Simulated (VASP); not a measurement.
## GaN: single point with PBE

GaN:

```xyz
2
Lattice="0.0000 2.2757 2.2757 2.2757 0.0000 2.2757 2.2757 2.2757 0.0000" Properties=species:S:1:pos:R:3 pbc="T T T"
Ga    0.0000    0.0000    0.0000
N     3.4135    3.4135    3.4135
```

```yaml
Program: VASP 6.6.1
Task: single point
Functional: PBE
Potentials_or_basis: VASP PAW PBE potentials, release 64 (Ga_d, N)
Cutoff: 520 eV
k_mesh: 6 × 6 × 6
Occupations: gaussian, width 0.1 eV
Spin: no spin polarisation
```

```yaml
Pressure: -0.3 GPa
Band_gap_on_the_k_mesh: 1.53 eV, direct
```

Levels at points of the mesh, in eV from the valence-band top:
| k point | band 5 | band 6 | band 7 | band 8 | band 9 | band 10 | band 11 | band 12 | band 13 | band 14 |
| --- | --- | --- | --- | --- | --- | --- | --- | --- | --- | --- |
| (0.00, 0.00, 0.00) | -13.14 | -13.14 | 0.00 | 0.00 | 0.00 | 1.53 | 10.11 | 10.11 | 10.11 | 17.21 |
| (0.50, 0.00, 0.00) | -13.09 | -11.89 | -6.85 | -0.93 | -0.93 | 4.43 | 8.58 | 10.21 | 10.21 | 15.38 |
| (0.50, 0.50, 0.00) | -13.07 | -11.46 | -6.01 | -2.60 | -2.60 | 3.34 | 6.48 | 11.50 | 13.65 | 13.65 |

Run time: 3.2 s on 1 thread of Intel(R) Xeon(R) 6975P-C (Granite Rapids) (shared host), peak memory 0.13 GiB.

PBE gaps usually lie below the measured ones, often by a third to a half.
